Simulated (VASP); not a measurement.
BeTe:

```
CELL_PARAMETERS angstrom
0.00000 2.83187 2.83187
2.83187 0.00000 2.83187
2.83187 2.83187 0.00000
ATOMIC_POSITIONS crystal
Be 0.00000 0.00000 0.00000
Te 0.25000 0.25000 0.25000
```

| Item | Value |
| --- | --- |
| Program | VASP 6.6.1 |
| Task | relaxation of cell and atoms |
| Functional | LDA |
| Potentials or basis | VASP PAW LDA potentials, release 64 (Be, Te) |
| Cutoff | 600 eV |
| k mesh | 8 × 8 × 8 |
| Occupations | gaussian, width 0.02 eV |
| Spin | no spin polarisation |

At the start: pressure -3.1 GPa; volume 22.71 Å³/atom.

Q: Where does the relaxation end?

A: Over 3 steps the energy falls by 12.1 meV/atom and the volume is 21.51 Å³/atom (-5.3 %); space group F-43m (No. 216, to 0.1 Å) before and after.

Step by step:
```
step  energy change (eV)  largest force (eV/Å)  pressure (GPa)  volume (Å³)
   1              0.0000                0.0000           -3.10        45.42
   2             -0.0234                0.0000            0.64        42.60
   3             -0.0243                0.0000            0.02        43.02
```

Final structure:
```cif
data_structure
_symmetry_space_group_name_H-M 'P 1'
_symmetry_Int_Tables_number 1
_cell_length_a 3.9329
_cell_length_b 3.9329
_cell_length_c 3.9329
_cell_angle_alpha 60.000
_cell_angle_beta 60.000
_cell_angle_gamma 60.000
_cell_volume 43.02
loop_
_atom_site_label
_atom_site_type_symbol
_atom_site_fract_x
_atom_site_fract_y
_atom_site_fract_z
_atom_site_occupancy
Be1 Be 0.00000 0.00000 0.00000 1
Te1 Te 0.25000 0.25000 0.25000 1
```
